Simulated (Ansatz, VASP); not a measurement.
## Na4SrCaSi2: VASP beside Ansatz

File INCAR:

```
SYSTEM = Na4SrCaSi2
ALGO     = Normal         ! electronic algorithm
EDIFF    = 1E-6           ! SCF threshold, eV
ENCUT    = 520            ! plane-wave cutoff, eV
GGA      = PS             ! functional
ISIF     = 2              ! what is computed and relaxed
ISMEAR   = 0              ! smearing method
LASPH    = .TRUE.         ! aspherical terms in the spheres
LCHARG   = .TRUE.         ! write CHGCAR
LELF     = .TRUE.         ! ELF
LREAL    = .FALSE.        ! projectors in reciprocal space
LVHAR    = .TRUE.       
LWAVE    = .FALSE.        ! write WAVECAR
NBANDS   = 38             ! bands
NELM     = 100            ! most SCF steps
PREC     = Accurate       ! precision mode
SIGMA    = 0.01           ! smearing width, eV
```

Contents of KPOINTS:

```
k-points
0
G
  5 5 4
  0 0 0
```

Contents of POSCAR:

```
Na4SrCaSi2
1.0
    5.3342376850      0.0000000000      0.0000000000
    0.0000000000      5.3342376850      0.0000000000
    0.0000000000      0.0000000000      7.4809260436
Sr Ca Si Na
1 1 2 4
Direct
    0.0000000000      0.0000000000      0.0000000000
    0.5000000000      0.5000000000      0.5000000000
    0.0000000000      0.5000000000      0.2576830000
    0.5000000000      0.0000000000      0.7423170000
    0.0000000000      0.0000000000      0.5000000000
    0.5000000000      0.5000000000      0.0000000000
    0.0000000000      0.5000000000      0.7431210000
    0.5000000000      0.0000000000      0.2568790000
```

The input input.yaml:

```yaml
crystal:
  lattice:
    - [5.334237685, 0.0, 0.0]
    - [0.0, 5.334237685, 0.0]
    - [0.0, 0.0, 7.4809260436]
  atoms:
    - { symbol: Sr, position: [0.0, 0.0, 0.0] }
    - { symbol: Ca, position: [0.5, 0.5, 0.5] }
    - { symbol: Si, position: [0.0, 0.5, 0.257683] }
    - { symbol: Si, position: [0.5, 0.0, 0.742317] }
    - { symbol: Na, position: [0.0, 0.0, 0.5] }
    - { symbol: Na, position: [0.5, 0.5, 0.0] }
    - { symbol: Na, position: [0.0, 0.5, 0.743121] }
    - { symbol: Na, position: [0.5, 0.0, 0.256879] }
hamiltonian:
  xc: pbesol
  pseudopotentials: { kind: paw }
kpoints:
  mp_grid: { grid: [5, 5, 4] }
scf:
  occupations: { method: gaussian, width: 0.01 }
output:
  forces: true
  stress: true
  eigenvalues: true
```

Alike in both runs: task single point; functional PBEsol; k mesh 5 × 5 × 4; occupations gaussian, width 0.01 eV; no spin polarisation.

```csv
,VASP,Ansatz
version,VASP 6.6.1,Ansatz 0.2.0
potentials or method,"VASP PAW PBE potentials, release 64 (Sr_sv, Ca_sv, Si, Na_pv)",Ansatz PAW
plane-wave cutoff (eV),520,420
valence electrons in the cell,56,64
```

Ansatz gave:

* gap on the k mesh at the Fermi level (eV): 0.10
* least direct gap on the mesh (eV): 0.22
* pressure (GPa): -1.3
* traceless stress, the component that is largest in VASP (GPa): 0.07
* rms of the force components (eV/Å): 0.031

Question: Which values does VASP return?

Answer: gap on the k mesh at the Fermi level (eV): 0.10; least direct gap on the mesh (eV): 0.22; pressure (GPa): -1.3; traceless stress, the component that is largest in VASP (GPa): 0.07; rms of the force components (eV/Å): 0.030.

VASP's potentials were made for PBE, not for PBEsol. Atom by atom the forces differ by 0.000 eV/Å (rms over components). The functional is the same, so the differences come from potentials, cutoffs and numerics. VASP's potentials hold 56 valence electrons a cell and Ansatz's 64, so a difference there can come from the potentials and not from the codes.

Noted on Ansatz's run: odd divisions of the mesh miss points on the zone boundary, where band edges often lie, so the gap on the mesh can be too wide.
